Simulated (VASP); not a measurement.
# Si (Fd-3m) in VASP: vibrations by perturbation theory with PBE

Aim: the vibrations by perturbation theory of Si with PBE.

Everything below comes from runs of VASP 6.6.1. Logs are shortened: lines on timing, memory, paths and dates and some standing lists are left out, and cuts for length are marked.

## Step 1: The cell of the first run

It takes space group Fd-3m (No. 227, cubic). The conventional cell has a = 5.470 Å, b = 5.470 Å, c = 5.470 Å, α = 90.00°, β = 90.00°, γ = 90.00°. Si (site symmetry -43m) has 4 Si at 2.37 Å within 3.1 Å.

## Step 2: Vibrations by perturbation theory, PBE

Input file INCAR:

```
SYSTEM = Si
ALGO = Normal ; EDIFF = 1E-8
ENCUT = 520 ; GGA = PE
IBRION = 8 ; ISIF = 2
ISMEAR = 0 ; LASPH = .True.
LCHARG = .False. ; LEPSILON = .True.
LREAL = .False. ; LWAVE = .False.
NBANDS = 11 ; NELM = 80
NSW = 1 ; PREC = Accurate
SIGMA = 0.01
```

Input file KPOINTS:

```
k-points
0
Gamma
  8 8 8
  0 0 0
```

Input file POSCAR:

```
Si
1.0
    0.0000000000      2.7350468793      2.7350468793
    2.7350468793      0.0000000000      2.7350468793
    2.7350468793      2.7350468793      0.0000000000
Si
2
Direct
    0.7500000000      0.7500000000      0.7500000000
    0.5000000000      0.5000000000      0.5000000000
```

Potentials or basis: VASP PAW PBE potentials, release 64 (Si).

Command:

```sh
> cat potpaw_PBE.64/Si/POTCAR > POTCAR
> mpirun -np 1 vasp_std > vasp.out
```

OUTCAR:

```text
SYSTEM = Si
   EDIFF = 1E-8
   ENCUT = 520
   GGA = PE
   IBRION = 8
   ISIF = 2
   ISMEAR = 0
   LASPH = .True.
   LEPSILON = .True.
   LREAL = .False.
   NELM = 80
   NSW = 1
   PREC = Accurate

 ion  position               nearest neighbor table
   1  0.750  0.750  0.750-   2 2.37   2 2.37   2 2.37   2 2.37
   2  0.500  0.500  0.500-   1 2.37   1 2.37   1 2.37   1 2.37

  LATTYP: Found a face centered cubic cell.
 ALAT       =     5.4700937586

  Lattice vectors:

 A1 = (   0.0000000000,   2.7350468793,   2.7350468793)
 A2 = (   2.7350468793,   0.0000000000,   2.7350468793)
 A3 = (   2.7350468793,   2.7350468793,   0.0000000000)

Analysis of symmetry for initial positions (statically):
=====================================================================
 Subroutine PRICEL returns:
 Original cell was already a primitive cell.

 Routine SETGRP: Setting up the symmetry group for a
 face centered cubic supercell.

 Subroutine GETGRP returns: Found 48 space group operations
 (whereof 24 operations were pure point group operations)
 out of a pool of 48 trial point group operations.

The static configuration has the point symmetry T_d .
 The point group associated with its full space group is O_h .

Analysis of symmetry for dynamics (positions and initial velocities):
=====================================================================
 Subroutine PRICEL returns:
 Original cell was already a primitive cell.

 Routine SETGRP: Setting up the symmetry group for a
 face centered cubic supercell.

 Subroutine GETGRP returns: Found 48 space group operations
 (whereof 24 operations were pure point group operations)
 out of a pool of 48 trial point group operations.

The dynamic configuration has the point symmetry T_d .
 The point group associated with its full space group is O_h .

 Subroutine INISYM returns: Found 48 space group operations
 (whereof 24 operations are pure point group operations),
 and found     1 'primitive' translations

----------------------------------------------------------------------------------------

                                     Primitive cell

  volume of cell :      40.9189

  direct lattice vectors                    reciprocal lattice vectors
     0.000000000  2.735046879  2.735046879    -0.182812223  0.182812223  0.182812223
     2.735046879  0.000000000  2.735046879     0.182812223 -0.182812223  0.182812223
     2.735046879  2.735046879  0.000000000     0.182812223  0.182812223 -0.182812223

  length of vectors
     3.867940390  3.867940390  3.867940390     0.316640058  0.316640058  0.316640058

  position of ions in fractional coordinates (direct lattice)
     0.750000000  0.750000000  0.750000000
     0.500000000  0.500000000  0.500000000

  ion indices of the primitive-cell ions
   primitive index   ion index
                 1           1
                 2           2

----------------------------------------------------------------------------------------

 KPOINTS: k-points
[... 489 lines left out ...]
           0.000000    14.767064    -0.000000
          -0.000000     0.000000    14.767064
 ------------------------------------------------------

 Free energy of the ion-electron system (eV)
  ---------------------------------------------------
  ---------------------------------------------------
  free energy    TOTEN  =        -1.59610175 eV

  energy without entropy =       -1.59610175

------------------------ aborting loop because EDIFF is reached ----------------------------------------

--------------------------------------- Ionic step        2  -------------------------------------------

------------------------ aborting loop because EDIFF is reached ----------------------------------------

--------------------------------------- Ionic step        3  -------------------------------------------

------------------------ aborting loop because EDIFF is reached ----------------------------------------

 PIEZOELECTRIC TENSOR FIELD DIRECTION 3  (e Angst)
 -----------------------------------------------------------------------------
     0.00250  0.00000  0.00000           (  0.00001  0.00000  0.00000)
     0.00000  0.00250  0.00000           (  0.00000  0.00001  0.00000)
     0.00000  0.00000 -0.00862           (  0.00000  0.00000 -0.00000)

 PIEZOELECTRIC TENSOR FIELD DIRECTION 3  (C/m^2)
 -----------------------------------------------------------------------------
     0.00098  0.00000  0.00000
     0.00000  0.00098  0.00000
     0.00000  0.00000 -0.00338

--------------------------------------- Ionic step        4  -------------------------------------------

 Free energy of the ion-electron system (eV)
  ---------------------------------------------------
  ---------------------------------------------------
  free energy    TOTEN  =        -0.01736080 eV

  energy without entropy =       -0.01736080

------------------------ aborting loop because EDIFF is reached ----------------------------------------

 INTERNAL STRAIN TENSOR  FOR ION    1  DIRECTION 1   (eV/Angst):
 -----------------------------------------------------------------------------
     0.00556  0.00000  0.00000
     0.00000 -0.00172 -8.67597
     0.00000 -8.67597 -0.00172

 MACROSCOPIC STATIC DIELECTRIC TENSOR (including local field effects in DFT)
 ------------------------------------------------------
          14.147894    -0.000000    -0.000000
          -0.000000    14.147894     0.000000
          -0.000000     0.000000    14.147894
 ------------------------------------------------------

 PIEZOELECTRIC TENSOR (including local field effects)  for field in x, y, z        (e  Angst)
          XX          YY          ZZ          XY          YZ          ZX
  --------------------------------------------------------------------------------
  x    -0.00000     0.00000     0.00000     0.00000    -0.00000    -0.00000
  y     0.00000     0.00000     0.00000     0.00000     0.00000     0.00000
  z    -0.00000     0.00000     0.00000    -0.00000     0.00000     0.00000

 PIEZOELECTRIC TENSOR (including local field effects)  for field in x, y, z        (C/m^2)
          XX          YY          ZZ          XY          YZ          ZX
  --------------------------------------------------------------------------------
  x    -0.00000     0.00000     0.00000     0.00000    -0.00000    -0.00000
  y     0.00000     0.00000     0.00000     0.00000     0.00000     0.00000
  z    -0.00000     0.00000     0.00000    -0.00000     0.00000     0.00000

 BORN EFFECTIVE CHARGES (including local field effects) (in |e|, cummulative output)
 ---------------------------------------------------------------------------------
 ion    1
    1    -0.00000     0.00000     0.00000
    2     0.00000     0.00000     0.00000
    3     0.00000     0.00000     0.00000
 ion    2
    1     0.00000     0.00000     0.00000
    2     0.00000    -0.00000     0.00000
    3     0.00000     0.00000     0.00000

 INTERNAL STRAIN TENSOR FOR ION    2 for displacements in x,y,z  (eV/Angst):
          X           Y           Z          XY          YZ          ZX
  --------------------------------------------------------------------------------
  x     0.00000     0.00000     0.00000     0.00000     8.67597     0.00000
  y     0.00000     0.00000     0.00000     0.00000     0.00000     8.67597
  z     0.00000     0.00000     0.00000     8.67597     0.00000     0.00000

 SECOND DERIVATIVES (NOT SYMMETRIZED)
 ------------------------------------
               1X          1Y          1Z          2X          2Y          2Z
  1X   -13.047424    0.000000    0.000000   13.047424    0.000000    0.000000
  1Y     0.000000  -13.047424    0.000000    0.000000   13.047424    0.000000
  1Z     0.000000    0.000000  -13.047424    0.000000    0.000000   13.047424
  2X    13.047424    0.000000    0.000000  -13.047424    0.000000    0.000000
  2Y     0.000000   13.047424    0.000000    0.000000  -13.047424    0.000000
  2Z     0.000000    0.000000   13.047424    0.000000    0.000000  -13.047424

 Eigenvectors and eigenvalues of the dynamical matrix
 ----------------------------------------------------

   1 f  =   15.069224 THz    94.682729 2PiTHz  502.655217 cm-1    62.321276 meV
             X         Y         Z           dx          dy          dz
      4.102570  4.102570  4.102570     0.707107    0.000000    0.000000
      2.735047  2.735047  2.735047    -0.707107    0.000000    0.000000
[... 16 lines left out ...]
   5 f  =    0.000000 THz     0.000000 2PiTHz    0.000000 cm-1     0.000000 meV
             X         Y         Z           dx          dy          dz
      4.102570  4.102570  4.102570     0.707107    0.000000    0.000000
      2.735047  2.735047  2.735047     0.707107    0.000000    0.000000

   6 f/i=    0.000000 THz     0.000001 2PiTHz    0.000006 cm-1     0.000001 meV
             X         Y         Z           dx          dy          dz
      4.102570  4.102570  4.102570     0.000000    0.264697    0.655695
      2.735047  2.735047  2.735047     0.000000    0.264697    0.655695

--------------------------------------------------------------------------------------------------------

 MACROSCOPIC STATIC DIELECTRIC TENSOR IONIC CONTRIBUTION
 ------------------------------------------------------
           0.000000     0.000000     0.000000
           0.000000     0.000000     0.000000
           0.000000     0.000000     0.000000
 ------------------------------------------------------

 ELASTIC MODULI CONTR FROM IONIC RELAXATION (kBar)
 Direction    XX          YY          ZZ          XY          YZ          ZX
 --------------------------------------------------------------------------------
 XX           0.0000      0.0000      0.0000      0.0000      0.0000      0.0000
 YY           0.0000      0.0000      0.0000      0.0000      0.0000      0.0000
 ZZ           0.0000      0.0000      0.0000      0.0000      0.0000      0.0000
 XY           0.0000      0.0000      0.0000   -225.8904      0.0000      0.0000
 YZ           0.0000      0.0000      0.0000      0.0000   -225.8904      0.0000
 ZX           0.0000      0.0000      0.0000      0.0000      0.0000   -225.8904
 --------------------------------------------------------------------------------

 PIEZOELECTRIC TENSOR IONIC CONTR  for field in x, y, z        (C/m^2)
          XX          YY          ZZ          XY          YZ          ZX
  --------------------------------------------------------------------------------
  x     0.00000     0.00000     0.00000     0.00000     0.00000     0.00000
  y     0.00000     0.00000     0.00000     0.00000     0.00000    -0.00000
  z     0.00000     0.00000     0.00000     0.00000     0.00000     0.00000
```

It took 5.1 min on 1 thread of Intel Xeon 8259CL, shared host; peak memory 0.24 GiB.

What came out:

```
Electronic dielectric tensor (diagonal) : 14.15
Born charges (mean of the diagonal)     : Si +0.00 e
Highest phonon frequency at Γ           : 503 cm⁻¹
```

Phonon frequencies in cm⁻¹ (negative: imaginary):
```
              q point        frequencies
(0.000, 0.000, 0.000)  0 0 0 503 503 503
```

Electronic dielectric tensor:
```
14.15  0.00  0.00
 0.00 14.15  0.00
 0.00  0.00 14.15
```

Born effective charge tensors (e):
atom 1, Si
```
0.00 0.00 0.00
0.00 0.00 0.00
0.00 0.00 0.00
```
atom 2, Si
```
0.00 0.00 0.00
0.00 0.00 0.00
0.00 0.00 0.00
```
